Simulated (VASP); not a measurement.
# Rb (Im-3m) in VASP: notebook

Runs on Rb. Level: PBE. Tasks: single point, relaxation of cell and atoms.

Everything below comes from runs of VASP 6.6.1. Logs are shortened: lines on timing, memory, paths and dates and some standing lists are left out, and cuts for length are marked.

### Step 1. The cell of the first run

Symmetry: Im-3m, No. 229, cubic system. The conventional cell has a = 4.286 Å, b = 4.286 Å, c = 4.286 Å, α = 90.00°, β = 90.00°, γ = 90.00°. Rb (site symmetry m-3m) has 14 Rb at 3.71 to 4.29 Å within 4.9 Å.

### Step 2. Single point, PBE

INCAR reads:

```
SYSTEM = Rb
ALGO = Normal
EDIFF = 1E-6
ENCUT = 520
GGA = PE
ISIF = 2
ISMEAR = -1
LASPH = .TRUE.
LCHARG = .FALSE.
LREAL = .FALSE.
LWAVE = .FALSE.
NBANDS = 10
NELM = 80
PREC = Accurate
SIGMA = 0.08
```

KPOINTS reads:

```
k-points
0
G
  13 13 13
  0 0 0
```

POSCAR reads:

```
Rb
1.0
   -2.1428066478      2.1428066478      2.1428066478
    2.1428066478     -2.1428066478      2.1428066478
    2.1428066478      2.1428066478     -2.1428066478
Rb
1
Direct
    0.0000000000      0.0000000000      0.0000000000
```

Potentials or basis: VASP PAW PBE potentials, release 64 (Rb_sv).

Started as:

```console
$ cat potpaw_PBE.64/Rb_sv/POTCAR > POTCAR
$ mpirun -np 1 vasp_std > vasp.out
```

OUTCAR:

```text
SYSTEM = Rb
   EDIFF = 1E-6
   ENCUT = 520
   GGA = PE
   ISIF = 2
   ISMEAR = -1
   LASPH = .TRUE.
   LREAL = .FALSE.
   NELM = 80
   PREC = Accurate

 ion  position               nearest neighbor table
   1  0.000  0.000  0.000-

  LATTYP: Found a body centered cubic cell.
 ALAT       =     4.2856132956

  Lattice vectors:

 A1 = (  -2.1428066478,   2.1428066478,   2.1428066478)
 A2 = (   2.1428066478,  -2.1428066478,   2.1428066478)
 A3 = (   2.1428066478,   2.1428066478,  -2.1428066478)

Analysis of symmetry for initial positions (statically):
=====================================================================
 Subroutine PRICEL returns:
 Original cell was already a primitive cell.

 Routine SETGRP: Setting up the symmetry group for a
 body centered cubic supercell.

 Subroutine GETGRP returns: Found 48 space group operations
 (whereof 48 operations were pure point group operations)
 out of a pool of 48 trial point group operations.

The static configuration has the point symmetry O_h .

Analysis of symmetry for dynamics (positions and initial velocities):
=====================================================================
 Subroutine PRICEL returns:
 Original cell was already a primitive cell.

 Routine SETGRP: Setting up the symmetry group for a
 body centered cubic supercell.

 Subroutine GETGRP returns: Found 48 space group operations
 (whereof 48 operations were pure point group operations)
 out of a pool of 48 trial point group operations.

The dynamic configuration has the point symmetry O_h .

 Subroutine INISYM returns: Found 48 space group operations
 (whereof 48 operations are pure point group operations),
 and found     1 'primitive' translations

----------------------------------------------------------------------------------------

                                     Primitive cell

  volume of cell :      39.3558

  direct lattice vectors                    reciprocal lattice vectors
    -2.142806648  2.142806648  2.142806648     0.000000000  0.233338832  0.233338832
     2.142806648 -2.142806648  2.142806648     0.233338832  0.000000000  0.233338832
     2.142806648  2.142806648 -2.142806648     0.233338832  0.233338832  0.000000000

  length of vectors
     3.711449985  3.711449985  3.711449985     0.329990941  0.329990941  0.329990941

  position of ions in fractional coordinates (direct lattice)
     0.000000000  0.000000000  0.000000000

  ion indices of the primitive-cell ions
   primitive index   ion index
                 1           1

----------------------------------------------------------------------------------------

 KPOINTS: k-points

Automatic generation of k-mesh.
 Grid dimensions read from file:
 generate k-points for:   13   13   13

 Generating k-lattice:

  Cartesian coordinates                     Fractional coordinates (reciprocal lattice)
     0.000000000  0.017949141  0.017949141     0.076923077  0.000000000  0.000000000
     0.017949141  0.000000000  0.017949141     0.000000000  0.076923077  0.000000000
     0.017949141  0.017949141  0.000000000     0.000000000  0.000000000  0.076923077

  Length of vectors
     0.025383919  0.025383919  0.025383919

  Shift w.r.t. Gamma in fractional coordinates (k-lattice)
     0.000000000  0.000000000  0.000000000

 Subroutine IBZKPT returns following result:
 ===========================================

 Found     84 irreducible k-points:

 Following reciprocal coordinates:
            Coordinates               Weight
  0.000000  0.000000  0.000000      1.000000
  0.076923  0.000000  0.000000     12.000000
  0.153846  0.000000  0.000000     12.000000
  0.230769  0.000000  0.000000     12.000000
  0.307692  0.000000  0.000000     12.000000
  0.384615  0.000000  0.000000     12.000000
[... 16 lines left out ...]
  0.153846  0.076923  0.076923     24.000000
  0.230769  0.076923  0.076923     24.000000
 [... further k-points ...]
   k-points           NKPTS =     84   k-points in BZ     NKDIM =     84   number of bands    NBANDS=     10
   number of dos      NEDOS =    301   number of ions     NIONS =      1
   total plane-waves  NPLWV =  21952
   dimension x,y,z NGX =    28 NGY =   28 NGZ =   28
   dimension x,y,z NGXF=    56 NGYF=   56 NGZF=   56
   ions per type =               1
   NGX,Y,Z   is equivalent  to a cutoff of  12.54, 12.54, 12.54 a.u.
   NGXF,Y,Z  is equivalent  to a cutoff of  25.08, 25.08, 25.08 a.u.
 SYSTEM =  Rb
   PREC   = accura    normal or accurate (medium, high low for compatibility)
   ISTART =      0    job   : 0-new  1-cont  2-samecut
   ICHARG =      2    charge: 1-file 2-atom 10-const
   ISPIN  =      1    spin polarized calculation?
   LNONCOLLINEAR =      F non collinear calculations
   LSORBIT =      F    spin-orbit coupling
   LASPH  =      T    aspherical Exc in radial PAW
   ENCUT  =  520.0 eV  38.22 Ry    6.18 a.u.   6.90  6.90  6.90*2*pi/ulx,y,z
   NELM   =     80;   NELMIN=  2; NELMDL= -5     # of ELM steps
   EDIFF  = 0.1E-05   stopping-criterion for ELM
   LREAL  =      F    real-space projection
   EDIFFG = 0.1E-04   stopping-criterion for IOM
   NSW    =      0    number of steps for IOM
   IBRION =     -1    ionic relax: 0-MD 1-quasi-New 2-CG
   NFREE  =      0    steps in history (QN), initial steepest desc. (CG)
   ISIF   =      2    stress and relaxation
   ISYM   =      2    0-nonsym 1-usesym 2-fastsym
   POTIM  = 0.5000    time-step for ionic-motion
   TEBEG  =    0.0;   TEEND  =   0.0 temperature during run
   PSTRESS=    0.0 pullay stress
   NELECT =       9.0000    total number of electrons
   NUPDOWN=      -1.0000    fix difference up-down
   EMIN   =  10.00;   EMAX   =-10.00  energy-range for DOS
   EFERMI =   0.00;   METHOD = LEGACY
   ISMEAR =    -1;   SIGMA  =   0.08  broadening in eV -4-tet -1-fermi 0-gaus
   EFERMI_NEDOS =   21; number of points for ismear=-14 and -15
   IALGO  =     38    algorithm
   IMIX   =      4    mixing-type and parameters
     AMIX     =   0.40;   BMIX     =  1.00
     AMIX_MAG =   1.60;   BMIX_MAG =  1.00
  volume/ion in A,a.u.               =      39.36       265.59
  Fermi-wavevector in a.u.,A,eV,Ry     =   1.001120  1.891842 13.636313  1.002241
  Thomas-Fermi vector in A             =   2.133521
   LORBIT       =      0    0 simple, 1 ext, 2 COOP (PROOUT), +10 PAW based schemes
   GGA     = PE    functional components
[... 5 lines left out ...]
 non-spin polarized calculation
  energy-cutoff  :      520.00
  volume of cell :       39.36
 maximum number of plane-waves:      1078
   NGX = 13   NGY = 13   NGZ = 13

 number of electron       9.0000000 magnetization

 Free energy of the ion-electron system (eV)
  ---------------------------------------------------
  ext. energy  EPLUGINS =         0.00000000
  ---------------------------------------------------
  free energy    TOTEN  =        -0.07028515 eV

  energy without entropy =       -0.04657634  energy(sigma->0) =       -0.05843074

 E-fermi :   2.9815     XC(G=0):  -7.9934

 val. band max:        2.9750930454   @ k =  -0.4615   0.4615   0.4615
 cond. band min:       2.9851059629   @ k =  -0.3077   0.3846   0.1538
 fundamental gap:      0.0100129175
 Fermi energy:         2.9815429099

 k-point     1 :       0.0000    0.0000    0.0000
  band No.  band energies     occupation
      1     -26.1478      2.00000
      2      -9.7012      2.00000
      3      -9.7012      2.00000
      4      -9.7012      2.00000
      5      -0.0650      2.00000
      6       7.1596      0.00000
      7       7.1596      0.00000
      8       7.1596      0.00000
      9       8.9704      0.00000
     10       8.9704      0.00000

 k-point     2 :       0.0769    0.0000    0.0000
  band No.  band energies     occupation
      1     -26.1392      2.00000
      2      -9.7802      2.00000
      3      -9.7217      2.00000
      4      -9.7024      2.00000
      5       0.1096      2.00000
      6       6.9767      0.00000
      7       7.0247      0.00000
      8       7.3287      0.00000
      9       8.6585      0.00000
     10       8.9241      0.00000

 k-point     3 :       0.1538    0.0000    0.0000
  band No.  band energies     occupation
      1     -26.1153      2.00000
      2      -9.9900      2.00000
      3      -9.7778      2.00000
      4      -9.7060      2.00000
      5       0.5918      2.00000
      6       6.4908      0.00000
      7       6.5497      0.00000
      8       7.8280      0.00000
      9       8.4682      0.00000
     10       8.8558      0.00000

 k-point     4 :       0.2308    0.0000    0.0000
  band No.  band energies     occupation
      1     -26.0813      2.00000
      2     -10.2657      2.00000
      3      -9.8553      2.00000
      4      -9.7111      2.00000
      5       1.2651      2.00000
      6       5.7906      0.00000
      7       6.0709      0.00000
      8       8.6353      0.00000
      9       8.6746      0.00000
     10       8.8816      0.00000
[... 222 lines left out ...]
 k-point    22 :       0.0769    0.0769    0.0769
  band No.  band energies     occupation
      1     -26.1012      2.00000
      2     -10.1217      2.00000
      3      -9.7531      2.00000
      4      -9.7531      2.00000
      5       0.8883      2.00000
      6       6.1666      0.00000
      7       6.1666      0.00000
      8       8.3230      0.00000
      9       8.7713      0.00000
     10       8.7713      0.00000

 k-point    23 :       0.1538    0.0769    0.0769
  band No.  band energies     occupation
      1     -26.0703      2.00000
      2     -10.3473      2.00000
      3      -9.8404      2.00000
      4      -9.7642      2.00000
      5       1.5416      2.00000
      6       5.5782      0.00000
      7       5.7226      0.00000
      8       8.8385      0.00000
      9       9.0999      0.00000
     10       9.1837      0.00000

 k-point    24 :       0.2308    0.0769    0.0769
  band No.  band energies     occupation
      1     -26.0372      2.00000
      2     -10.5578      2.00000
      3      -9.9479      2.00000
      4      -9.7761      2.00000
      5       2.2396      1.99981
      6       5.1493      0.00000
      7       5.3800      0.00000
      8       9.1218      0.00000
      9       9.3840      0.00000
     10      10.1785      0.00000

 [... further k-points ...]
[... 5 lines left out ...]
  --------------------------------------------------------------------------------------
  -------------------------------------------------------------------------------------
  Total        2.4605541      2.4605541      2.4605541     -0.0000000      0.0000000      0.0000000
  in kB      100.1692818    100.1692818    100.1692818     -0.0000000      0.0000000      0.0000000
  external PRESSURE =     100.1692818 kB  Pullay stress =       0.0000000 kB

 VOLUME and BASIS-vectors are now :
 -----------------------------------------------------------------------------
  energy-cutoff  :      520.00
  volume of cell :       39.36
      direct lattice vectors                 reciprocal lattice vectors
    -2.142806648  2.142806648  2.142806648     0.000000000  0.233338832  0.233338832
     2.142806648 -2.142806648  2.142806648     0.233338832  0.000000000  0.233338832
     2.142806648  2.142806648 -2.142806648     0.233338832  0.233338832  0.000000000

 POSITION                                       TOTAL-FORCE (eV/Angst)
 -----------------------------------------------------------------------------------
      0.00000      0.00000      0.00000        -0.000000      0.000000     -0.000000
 -----------------------------------------------------------------------------------
    total drift:                               -0.000000     -0.000000      0.000000

  FREE ENERGIE OF THE ION-ELECTRON SYSTEM (eV)
  ---------------------------------------------------
  free  energy   TOTEN  =        -0.0702851452 eV

  energy  without entropy=       -0.0465763365  energy(sigma->0) =       -0.05843074
```

Wall time 34 s (1 thread of Intel Xeon Platinum 8259CL at 2.50GHz (Skylake/Cascade Lake), shared host); peak memory 0.16 GiB.

Results:

- Free energy: -0.0703 eV
- Pressure: 10.0 GPa

### Step 3. Single point, PBE

INCAR reads:

```
  PREC = Accurate
  ENCUT = 520
  EDIFF = 1E-6
  ISMEAR = -1
  SIGMA = 0.08
  LREAL = F
  LASPH = T
  NELM = 60
  ALGO = Normal
  ISIF = 2
  LWAVE = F
  LCHARG = F
  GGA = PE
  NBANDS = 10
```

KPOINTS reads:

```
regular mesh
0
Gamma
  13 13 13
```

POSCAR is that of step 2.

Potentials or basis: VASP PAW PBE potentials, release 64 (Rb_sv).

Started as:

```console
$ cat potpaw_PBE.64/Rb_sv/POTCAR > POTCAR
$ mpirun -np 1 vasp_std > vasp.out
```

Run time: 34 s. Hardware: 1 thread of Intel Xeon Platinum 8259CL at 2.50GHz (Skylake/Cascade Lake), shared host; peak memory 0.16 GiB.

The run converged. Its results:

- Free energy: -0.0703 eV
- Pressure: 10.0 GPa

Levels at points of the mesh, in eV from the Fermi level:
```csv
k point,band 2,band 3,band 4,band 5,band 6,band 7,band 8,band 9
"(0.00, 0.00, 0.00)",-12.68,-12.68,-12.68,-3.05,4.18,4.18,4.18,5.99
```

### Step 4. Relaxation of cell and atoms, PBE, target pressure 10 GPa, at which the enthalpy is minimised

This run uses another cell than the first one, of 38.50 Å³/atom, 0.978 times its volume.

INCAR reads:

```
  ALGO = Normal
  EDIFF = 1E-7
  EDIFFG = -0.005
  ENCUT = 600
  GGA = PE
  IBRION = 2
  ISIF = 3
  ISMEAR = -1
  LASPH = True
  LCHARG = False
  LREAL = False
  LWAVE = False
  NELM = 100
  NSW = 60
  PREC = Accurate
  PSTRESS = 100.0
  SIGMA = 0.08
```

KPOINTS reads:

```
k-points
0
Gamma
  13 13 13
```

POSCAR reads:

```
Rb
1.0
   -2.1271353484      2.1271353484      2.1271353484
    2.1271353484     -2.1271353484      2.1271353484
    2.1271353484      2.1271353484     -2.1271353484
Rb
1
Direct
    0.0000000000      0.0000000000      0.0000000000
```

Started as:

```console
$ cat potpaw_PBE.64/Rb_sv/POTCAR > POTCAR
$ mpirun -np 1 vasp_std > vasp.out
```

It took 99 s on 1 thread of AMD EPYC 7R43 (Zen 3), shared host; peak memory 0.16 GiB.

Results (log left out):

```
Free energy                                            : -0.0720 eV
Relaxed volume                                         : 39.38 Å³/atom
Relaxed cell                                           : a = 3.712 Å, b = 3.712 Å, c = 3.712 Å, α = 109.47°, β = 109.47°, γ = 109.47°
Space group after relaxing (to 0.05 Å)                 : Im-3m (No. 229)
Energy change on relaxing (the enthalpy is what falls) : -56.6 meV/atom
Ionic steps                                            : 3
Pressure after relaxing                                : 10.0 GPa
```

Step by step:
```
step  energy change (eV)  largest force (eV/Å)  pressure (GPa)  volume (Å³)
   1              0.0000                0.0000           10.55        38.50
   2             -0.0476                0.0000           10.09        39.24
   3             -0.0566                0.0000           10.00        39.38
```

Final structure:
```
CELL_PARAMETERS angstrom
-2.14328 2.14328 2.14328
2.14328 -2.14328 2.14328
2.14328 2.14328 -2.14328
ATOMIC_POSITIONS crystal
Rb 0.00000 0.00000 0.00000
```

Levels at points of the mesh, in eV from the Fermi level:
```
           k point  band 1  band 2  band 3  band 4  band 5  band 6  band 7  band 8
(0.00, 0.00, 0.00)  -29.13  -12.68  -12.68  -12.68   -3.05    4.18    4.18    4.18
```

Caveat: the cell is relaxed towards a set pressure, so the enthalpy falls and the energy may rise.

### Step 5. Relaxation of cell and atoms, PBE, target pressure 10 GPa, at which the enthalpy is minimised

INCAR reads:

```
SYSTEM = Rb
PREC = Accurate
ENCUT = 600
EDIFF = 1E-6
ISMEAR = -1
SIGMA = 0.08
LREAL = .False.
LASPH = .True.
NELM = 100
ALGO = Normal
ISIF = 3
LWAVE = .False.
LCHARG = .False.
GGA = PE
IBRION = 2
NSW = 32
EDIFFG = -0.005
PSTRESS = 100.0
```

KPOINTS reads:

```
regular mesh
0
Gamma
  13 13 13
  0 0 0
```

POSCAR reads:

```
Rb
1.0
   -2.1428066478      2.1428066478      2.1428066478
    2.1428066478     -2.1428066478      2.1428066478
    2.1428066478      2.1428066478     -2.1428066478
Rb
1
Direct
    0.0000000000      0.0000000000      0.0000000000
```

Started as:

```console
$ cat potpaw_PBE.64/Rb_sv/POTCAR > POTCAR
$ mpirun -np 1 vasp_std > vasp.out
```

Run time: 54 s. Hardware: 1 thread of AMD EPYC 7R43 (Zen 3), shared host; peak memory 0.15 GiB.

It converged, with:

| Property | Result |
| --- | --- |
| Free energy | -0.0727 eV |
| Relaxed volume | 39.39 Å³/atom |
| Relaxed cell | a = 3.713 Å, b = 3.713 Å, c = 3.713 Å, α = 109.47°, β = 109.47°, γ = 109.47° |
| Space group after relaxing (to 0.05 Å) | Im-3m (No. 229) |
| Energy change on relaxing (the enthalpy is what falls) | -2.3 meV/atom |
| Ionic steps | 2 |
| Pressure after relaxing | 10.0 GPa |

Step by step:
```
step  energy change (eV)  largest force (eV/Å)  pressure (GPa)  volume (Å³)
   1              0.0000                0.0000           10.03        39.36
   2             -0.0023                0.0000            9.99        39.39
```

Final structure:
```cif
data_structure
_symmetry_space_group_name_H-M 'P 1'
_symmetry_Int_Tables_number 1
_cell_length_a 3.7126
_cell_length_b 3.7126
_cell_length_c 3.7126
_cell_angle_alpha 109.471
_cell_angle_beta 109.471
_cell_angle_gamma 109.471
_cell_volume 39.39
loop_
_atom_site_label
_atom_site_type_symbol
_atom_site_fract_x
_atom_site_fract_y
_atom_site_fract_z
_atom_site_occupancy
Rb1 Rb 0.00000 0.00000 0.00000 1
```

Levels at points of the mesh, in eV from the Fermi level:
| k point | band 3 | band 4 | band 5 | band 6 | band 7 | band 8 |
| --- | --- | --- | --- | --- | --- | --- |
| (0.00, 0.00, 0.00) | -12.68 | -12.68 | -3.05 | 4.18 | 4.18 | 4.18 |

Caveat: the cell is relaxed towards a set pressure, so the enthalpy falls and the energy may rise.

### Step 6. Summary

| task | cell | cutoff (eV) | gap on the mesh (eV) | pressure (GPa) |
| --- | --- | --- | --- | --- |
| single point | a = 3.711 Å, angles 109.5°, 1 atom | 520 | none | 10.0 |
| relaxation of cell and atoms | relaxed to 10 GPa from a = 3.684 Å, angles 109.5°, 1 atom | 600 | none | 10.0 |
| relaxation of cell and atoms | relaxed to 10 GPa from a = 3.711 Å, angles 109.5°, 1 atom | 600 | none | 10.0 |

Alike in all rows: level PBE; potentials or basis VASP PAW PBE potentials, release 64 (Rb_sv); no spin polarisation; k mesh 13 × 13 × 13; smearing fermi-dirac 0.08 eV.

Caveats: the cell is relaxed towards a set pressure, so the enthalpy falls and the energy may rise (some runs).

Total energies depend on the potentials used, so only differences within one code and one set of settings carry meaning.
